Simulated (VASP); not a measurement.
Ba2LuRuN6:

```
Lu N Ru Ba
1.0
     0.00000    4.18147    4.18147
     4.18147    0.00000    4.18147
     4.18147    4.18147    0.00000
Lu N Ru Ba
1 6 1 2
Direct
  0.00000 0.00000 0.00000
  0.73690 0.26310 0.26310
  0.26310 0.73690 0.26310
  0.26310 0.73690 0.73690
  0.73690 0.26310 0.73690
  0.26310 0.26310 0.73690
  0.73690 0.73690 0.26310
  0.50000 0.50000 0.50000
  0.25000 0.25000 0.25000
  0.75000 0.75000 0.75000
```

- Program: VASP 6.6.1
- Task: relaxation of the atoms
- Functional: PBE
- Potentials or basis: VASP PAW PBE potentials, release 64 (Lu, N, Ru_pv, Ba_sv)
- Cutoff: 520 eV
- k mesh: 7 × 7 × 7
- Occupations: fermi-dirac, width 0.1 eV
- Spin: no spin polarisation

At the start: pressure 3.8 GPa; volume 14.62 Å³/atom.

Task: Where does the relaxation end?

Result: Over 3 steps the energy falls by 7.3 meV/atom; space group Fm-3m (No. 225, to 0.1 Å) before and after.

The path:
| step | energy change (eV) | largest force (eV/Å) | pressure (GPa) |
| --- | --- | --- | --- |
| 1 | 0.0000 | 0.8130 | 3.85 |
| 2 | -0.0647 | 0.2822 | 5.24 |
| 3 | -0.0729 | 0.0001 | 4.80 |

Final structure:
```xyz
10
Lattice="0.0000 4.1815 4.1815 4.1815 0.0000 4.1815 4.1815 4.1815 0.0000" Properties=species:S:1:pos:R:3 pbc="T T T"
Lu    0.0000    0.0000    0.0000
N     2.2298    4.1815    4.1815
N     4.1815    2.2298    4.1815
N     6.1332    4.1815    4.1815
N     4.1815    6.1332    4.1815
N     4.1815    4.1815    2.2298
N     4.1815    4.1815    6.1332
Ru    4.1815    4.1815    4.1815
Ba    2.0907    2.0907    2.0907
Ba    6.2722    6.2722    6.2722
```
